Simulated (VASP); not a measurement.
A run of VASP 6.6.1 is set up as follows.

Contents of INCAR:

```
SYSTEM = Mg
ALGO = Normal
EDIFF = 1E-7
ENCUT = 520
GGA = PE
ISIF = 2
ISMEAR = 0
LASPH = .TRUE.
LCHARG = .FALSE.
LREAL = .FALSE.
LWAVE = .FALSE.
NBANDS = 7
NELM = 80
PREC = Accurate
SIGMA = 0.1
```

KPOINTS

```
k-points
0
G
  10 10 10
  0 0 0
```

POSCAR

```
Mg
1.0
    0.0000000000      2.8331200468      2.8331200468
    2.8331200468      0.0000000000      2.8331200468
    2.8331200468      2.8331200468      0.0000000000
Mg
1
Direct
    0.0000000000      0.0000000000      0.0000000000
```

Potentials or basis: VASP PAW PBE potentials, release 64 (Mg).

Command:

```sh
$ cat potpaw_PBE.64/Mg/POTCAR > POTCAR
$ mpirun -np 1 vasp_std > vasp.out
```

**Question.** What does it give for the band gap on the k mesh?

**Answer.** Zero (bands 1 and 2 overlap by 1.22 eV).

**Question.** Estimate the pressure.

**Answer.** -5.0 GPa.
